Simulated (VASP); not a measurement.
# ScCd2 (P4_2/mnm) in VASP: a series of runs

The runs below take ScCd2 through relaxation of cell and atoms, single point, with PBE.

Program: VASP 6.6.1. These are calculated values, not measurements. Logs are shortened: lines on timing, memory, paths and dates and some standing lists are left out, and cuts for length are marked.

## 1. The cell of the first run

The structure is tetragonal, space group P4_2/mnm (No. 136). Conventional cell: a = 6.048 Å, b = 6.048 Å, c = 3.896 Å, α = 90.00°, β = 90.00°, γ = 90.00°. Within 3.4 Å of Sc (site symmetry mmm) lie 6 Cd at 2.56 to 2.62 Å. Cd (site symmetry m2m) has 3 Sc at 2.56 to 2.62 Å and 1 Cd at 3.32 Å within 3.4 Å.

## 2. Relaxation of cell and atoms, PBE

File INCAR:

```
SYSTEM = ScCd2
PREC = Accurate ; ENCUT = 600
EDIFF = 1E-6 ; ISMEAR = 0
SIGMA = 0.1 ; LREAL = .FALSE.
LASPH = .TRUE. ; NELM = 100
ALGO = Fast ; ISIF = 3
LWAVE = .FALSE. ; LCHARG = .FALSE.
GGA = PE ; IBRION = 2
NSW = 90 ; EDIFFG = -0.04
```

File KPOINTS:

```
Automatic mesh
0
G
  4 4 4
  0 0 0
```

File POSCAR:

```
ScCd2
1.0
    6.0480897017      0.0000000000      0.0000000000
    0.0000000000      6.0480897017      0.0000000000
    0.0000000000      0.0000000000      3.8955806329
Sc Cd
2 4
Direct
    0.0000000000      0.0000000000      0.0000000000
    0.5000000000      0.5000000000      0.5000000000
    0.3060000000      0.3060000000      0.0000000000
    0.1940000000      0.8060000000      0.5000000000
    0.6940000000      0.6940000000      0.0000000000
    0.8060000000      0.1940000000      0.5000000000
```

Potentials or basis: VASP PAW PBE potentials, release 64 (Sc_sv, Cd).

The run is started by

```
$ cat potpaw_PBE.64/Sc_sv/POTCAR potpaw_PBE.64/Cd/POTCAR > POTCAR
$ mpirun -np 1 vasp_std > vasp.out
```

OUTCAR:

```text
SYSTEM = ScCd2
   PREC = Accurate
   ENCUT = 600
   EDIFF = 1E-6
   ISMEAR = 0
   LREAL = .FALSE.
   LASPH = .TRUE.
   NELM = 100
   ISIF = 3
   GGA = PE
   IBRION = 2
   NSW = 90
   EDIFFG = -0.04

 ion  position               nearest neighbor table
   1  0.000  0.000  0.000-   4 2.56   6 2.56   4 2.56   6 2.56   5 2.62   3 2.62
   2  0.500  0.500  0.500-   3 2.56   5 2.56   3 2.56   5 2.56   4 2.62   6 2.62
   3  0.306  0.306  0.000-   2 2.56   2 2.56   1 2.62   5 3.32   6 3.66   4 3.66   4 3.66   6 3.66
                             4 3.66   4 3.66   6 3.66   6 3.66
   4  0.194  0.806  0.500-   1 2.56   1 2.56   2 2.62   6 3.32   3 3.66   5 3.66   3 3.66   5 3.66
                             3 3.66   3 3.66   5 3.66   5 3.66
   5  0.694  0.694  0.000-   2 2.56   2 2.56   1 2.62   3 3.32   6 3.66   4 3.66   4 3.66   6 3.66
                             6 3.66   6 3.66   4 3.66   4 3.66
   6  0.806  0.194  0.500-   1 2.56   1 2.56   2 2.62   4 3.32   5 3.66   3 3.66   3 3.66   5 3.66
                             5 3.66   5 3.66   3 3.66   3 3.66

  LATTYP: Found a simple tetragonal cell.
 ALAT       =     6.0480897017
 C/A-ratio  =     0.6441010013

  Lattice vectors:

 A1 = (   6.0480897017,   0.0000000000,   0.0000000000)
 A2 = (   0.0000000000,   6.0480897017,   0.0000000000)
 A3 = (   0.0000000000,   0.0000000000,   3.8955806329)

Analysis of symmetry for initial positions (statically):
=====================================================================
 Subroutine PRICEL returns:
 Original cell was already a primitive cell.

 Routine SETGRP: Setting up the symmetry group for a
 simple tetragonal supercell.

 Subroutine GETGRP returns: Found 16 space group operations
 (whereof  8 operations were pure point group operations)
 out of a pool of 16 trial point group operations.

The static configuration has the point symmetry D_2h.
 The point group associated with its full space group is D_4h.

Analysis of symmetry for dynamics (positions and initial velocities):
=====================================================================
 Subroutine PRICEL returns:
 Original cell was already a primitive cell.

 Routine SETGRP: Setting up the symmetry group for a
 simple tetragonal supercell.

 Subroutine GETGRP returns: Found 16 space group operations
 (whereof  8 operations were pure point group operations)
 out of a pool of 16 trial point group operations.

The dynamic configuration has the point symmetry D_2h.
 The point group associated with its full space group is D_4h.

 Subroutine INISYM returns: Found 16 space group operations
 (whereof  8 operations are pure point group operations),
 and found     1 'primitive' translations

----------------------------------------------------------------------------------------

                                     Primitive cell

[... 102 lines left out ...]
   NELECT =      70.0000    total number of electrons
   NUPDOWN=      -1.0000    fix difference up-down
   EMIN   =  10.00;   EMAX   =-10.00  energy-range for DOS
   EFERMI =   0.00;   METHOD = LEGACY
   ISMEAR =     0;   SIGMA  =   0.10  broadening in eV -4-tet -1-fermi 0-gaus
   EFERMI_NEDOS =   21; number of points for ismear=-14 and -15
   IALGO  =     68    algorithm
   IMIX   =      4    mixing-type and parameters
     AMIX     =   0.40;   BMIX     =  1.00
     AMIX_MAG =   1.60;   BMIX_MAG =  1.00
  volume/ion in A,a.u.               =      23.75       160.27
  Fermi-wavevector in a.u.,A,eV,Ry     =   1.291729  2.441013 22.702177  1.668563
  Thomas-Fermi vector in A             =   2.423481
   LORBIT       =      0    0 simple, 1 ext, 2 COOP (PROOUT), +10 PAW based schemes
   GGA     = PE    functional components
   LHFCALC =     F    Hartree Fock is set to
   AEXX    =    0.0000 exact exchange contribution
   IVDW    =     0    specifies the selected vdW correction
   LEPSILON=     F    determine dielectric tensor
   LRPA    =     F    only Hartree local field effects (RPA)
 conjugate gradient relaxation of ions
 non-spin polarized calculation
 RMM-DIIS sequential band-by-band and
 Gauss-broadening in eV      SIGMA  =   0.10
  energy-cutoff  :      600.00
  volume of cell :      142.50
 maximum number of plane-waves:      4780
   NGX = 25   NGY = 25   NGZ = 15

--------------------------------------- Ionic step        1  -------------------------------------------

 number of electron      69.9999998 magnetization

 Free energy of the ion-electron system (eV)
  ---------------------------------------------------
  ext. energy  EPLUGINS =         0.00000000
  ---------------------------------------------------
  free energy    TOTEN  =       -10.02977933 eV

  energy without entropy =      -10.01922519  energy(sigma->0) =      -10.02450226

 E-fermi :   2.6909     XC(G=0): -10.1430

 val. band max:        2.6422706909   @ k =   0.0000   0.0000   0.5000
 cond. band min:       2.8029867711   @ k =   0.5000   0.2500   0.2500
 fundamental gap:      0.1607160802
 Fermi energy:         2.6908530228

 k-point     1 :       0.0000    0.0000    0.0000
  band No.  band energies     occupation
      1     -46.8742      2.00000
      2     -46.8715      2.00000
      3     -25.7314      2.00000
      4     -25.7314      2.00000
      5     -25.6213      2.00000
      6     -25.6213      2.00000
[... 838 lines left out ...]
--------------------------------------- Ionic step        2  -------------------------------------------

 number of electron      70.0000038 magnetization

------------------------ aborting loop EDIFF was not reached (unconverged)  ----------------------------

  FORCE on cell =-STRESS in cart. coord.  units (eV):
  Direction    XX          YY          ZZ          XY          YZ          ZX
  --------------------------------------------------------------------------------------
  -------------------------------------------------------------------------------------
  Total       -0.5345137     -0.5345137     -1.7061820     -0.0000000      0.0000000      0.0000000
  in kB       -4.1765914     -4.1765914    -13.3317901     -0.0000000      0.0000000      0.0000000
  external PRESSURE =      -7.2283243 kB  Pullay stress =       0.0000000 kB
[... 227 lines left out ...]
--------------------------------------- Ionic step        8  -------------------------------------------

 number of electron      70.0000010 magnetization

 Free energy of the ion-electron system (eV)
  ---------------------------------------------------
  ext. energy  EPLUGINS =         0.00000000
  ---------------------------------------------------
  free energy    TOTEN  =       -12.43053231 eV

  energy without entropy =      -12.40358005  energy(sigma->0) =      -12.41705618

 E-fermi :   0.9248     XC(G=0):  -8.6760

 val. band max:        0.9108187854   @ k =   0.0000   0.0000   0.2500
 cond. band min:       0.9665901670   @ k =   0.0000   0.0000   0.2500
 fundamental gap:      0.0557713816
 Fermi energy:         0.9247624859

 k-point     1 :       0.0000    0.0000    0.0000
  band No.  band energies     occupation
      1     -49.3426      2.00000
      2     -49.3423      2.00000
      3     -28.0811      2.00000
      4     -28.0811      2.00000
      5     -27.9708      2.00000
      6     -27.9708      2.00000
[... 832 lines left out ...]
  FREE ENERGIE OF THE ION-ELECTRON SYSTEM (eV)
  ---------------------------------------------------
  free  energy   TOTEN  =       -12.4305323129 eV

  energy  without entropy=      -12.4035800460  energy(sigma->0) =      -12.41705618

 reached required accuracy - stopping structural energy minimisation
```

Wall time 17 min (1 thread of AMD EPYC 9R45 (Zen 5), shared host); peak memory 0.32 GiB.

Results:

* Free energy: -12.4305 eV
* Relaxed volume: 33.02 Å³/atom
* Relaxed cell: a = 6.678 Å, b = 6.678 Å, c = 4.442 Å, α = 90.00°, β = 90.00°, γ = 90.00°
* Space group after relaxing (to 0.1 Å): P4_2/mnm (No. 136)
* Energy gained by relaxing: 400.1 meV/atom
* Ionic steps: 8
* Pressure after relaxing: 0.0 GPa
* Largest force after relaxing: 0.030 eV/Å
* Band gap on the k mesh: zero (bands 35 and 36 overlap by 1.56 eV)

Forces in eV/Å, atoms in the order of the input:
```
Sc   0.000  0.000  0.000
Sc   0.000  0.000  0.000
Cd   0.021  0.021  0.000
Cd  -0.021  0.021  0.000
Cd  -0.021 -0.021  0.000
Cd   0.021 -0.021  0.000
```

The path:
| step | energy change (eV) | largest force (eV/Å) | pressure (GPa) | volume (Å³) |
| --- | --- | --- | --- | --- |
| 1 | 0.0000 | 0.9926 | 18.07 | 142.50 |
| 2 | -2.3595 | 0.2689 | -0.72 | 205.04 |
| 3 | -2.3869 | 0.2053 | 0.31 | 195.55 |
| 4 | -2.3875 | 0.2178 | 0.05 | 197.09 |
| 5 | -2.3961 | 0.1336 | -0.01 | 197.97 |
| 6 | -2.3996 | 0.0505 | -0.10 | 198.86 |
| 7 | -2.3997 | 0.0351 | -0.13 | 199.01 |
| 8 | -2.4008 | 0.0300 | 0.00 | 198.13 |

Final structure:
```
Sc Cd
1.0
     6.67841    0.00000    0.00000
     0.00000    6.67841    0.00000
     0.00000    0.00000    4.44224
Sc Cd
2 4
Direct
  0.00000 0.00000 0.00000
  0.50000 0.50000 0.50000
  0.30358 0.30358 0.00000
  0.19642 0.80358 0.50000
  0.69642 0.69642 0.00000
  0.80358 0.19642 0.50000
```

Caveat: the k points lie up to 0.35 Å⁻¹ apart in the final cell, too coarse for converged energies and pressures of a metal; the volume moved by over 15 % at a fixed basis, so the end points are rough.

## 3. Single point, PBE

This run uses another cell than the first one, of 30.87 Å³/atom.

File INCAR:

```
PREC     = Accurate       # precision mode
ENCUT    = 520            # plane-wave cutoff, eV
EDIFF    = 1E-6           # SCF threshold, eV
ISMEAR   = 0              # smearing method
SIGMA    = 0.1            # smearing width, eV
LREAL    = False          # projectors in reciprocal space
LASPH    = True           # aspherical terms in the spheres
NELM     = 80             # most SCF steps
ALGO     = Fast           # electronic algorithm
ISIF     = 2              # what is computed and relaxed
LWAVE    = False          # write WAVECAR
LCHARG   = False          # write CHGCAR
GGA      = PE             # functional
NBANDS   = 44             # bands
```

File KPOINTS:

```
regular mesh
0
Gamma
  6 6 10
```

File POSCAR:

```
ScCd2
1.0
    7.9290344773      0.0000000000      0.0000000000
    0.0000000000      7.9290344773      0.0000000000
    0.0000000000      0.0000000000      2.9456435660
Sc Cd
2 4
Direct
    0.0000000000      0.0000000000      0.0000000000
    0.5000000000      0.5000000000      0.5000000000
    0.2637763756      0.2637763756      0.0000000000
    0.2362236244      0.7637763756      0.5000000000
    0.7362236244      0.7362236244      0.0000000000
    0.7637763756      0.2362236244      0.5000000000
```

Potentials or basis: VASP PAW PBE potentials, release 64 (Sc_sv, Cd).

The run is started by

```
$ cat potpaw_PBE.64/Sc_sv/POTCAR potpaw_PBE.64/Cd/POTCAR > POTCAR
$ mpirun -np 1 vasp_std > vasp.out
```

Wall time 6 min (1 thread of AMD EPYC 9R45 (Zen 5), shared host); peak memory 0.51 GiB.

Results (log left out):

| Quantity | Value |
| --- | --- |
| Free energy | -13.7498 eV |
| Pressure | 0.1 GPa |
| Band gap on the k mesh | zero (bands 35 and 36 overlap by 1.26 eV) |

Stress tensor (GPa, compression positive):
```
0.10 0.00 0.00
0.00 0.10 0.00
0.00 0.00 0.18
```

Levels at points of the mesh, in eV from the Fermi level:
| k point | band 32 | band 33 | band 34 | band 35 | band 36 | band 37 |
| --- | --- | --- | --- | --- | --- | --- |
| (0.00, 0.00, 0.00) | -3.62 | -2.98 | -1.47 | -0.63 | -0.56 | -0.56 |
| (0.50, 0.00, 0.00) | -3.93 | -1.89 | -1.89 | -0.31 | -0.31 | 0.04 |
| (0.50, 0.50, 0.00) | -4.61 | -1.31 | -1.31 | 0.13 | 0.13 | 0.18 |
| (0.00, 0.00, 0.50) | -1.17 | -0.65 | -0.65 | 0.44 | 0.44 | 1.14 |
| (0.50, 0.00, 0.50) | -0.98 | -0.73 | -0.73 | 0.20 | 0.20 | 0.89 |
| (0.50, 0.50, 0.50) | -0.84 | -0.80 | -0.80 | -0.50 | -0.50 | 1.36 |

The gap in the log of VASP goes by the Fermi energy; the results here count the filled bands.